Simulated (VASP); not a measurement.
Here is a VASP 6.6.1 calculation.

INCAR

```
PREC = Accurate ; ENCUT = 520
EDIFF = 1E-6 ; ISMEAR = 0
SIGMA = 0.1 ; LREAL = F
LASPH = T ; NELM = 60
ALGO = Normal ; ISIF = 2
LWAVE = F ; LCHARG = T
GGA = PE ; LELF = T
LVHAR = T ; NBANDS = 25
```

The input KPOINTS:

```
Automatic mesh
0
Gamma
  6 6 6
```

File POSCAR:

```
ScB2P3
1.0
    2.3488870387      1.3561305641      4.6188378064
   -2.3488870387      1.3561305641      4.6188378064
    0.0000000000     -2.7122611281      4.6188378064
Sc B P
1 2 3
Direct
    0.5000000000      0.5000000000      0.5000000000
    0.2167552733      0.2167552733      0.2167552733
    0.7832447267      0.7832447267      0.7832447267
    0.5000000000      0.0000000000      0.5000000000
    0.0000000000      0.5000000000      0.5000000000
    0.5000000000      0.5000000000      0.0000000000
```

Potentials or basis: VASP PAW PBE potentials, release 64 (Sc_sv, B, P).

The run is started by

```sh
$ cat potpaw_PBE.64/Sc_sv/POTCAR potpaw_PBE.64/B/POTCAR potpaw_PBE.64/P/POTCAR > POTCAR
$ mpirun -np 1 vasp_std > vasp.out
```

Task: What does it give for the pressure?

Result: -0.1 GPa.

Task: Predict the band gap on the k mesh.

Result: Zero (bands 16 and 17 overlap by 2.61 eV).

Task: What does it give for the largest force?

Result: 0.014 eV/Å.

Forces in eV/Å, atoms in the order of the input:
```
Sc   0.000  0.000  0.000
B    0.000  0.000  0.014
B    0.000  0.000 -0.014
P    0.000  0.000  0.000
P    0.000  0.000  0.000
P    0.000  0.000  0.000
```
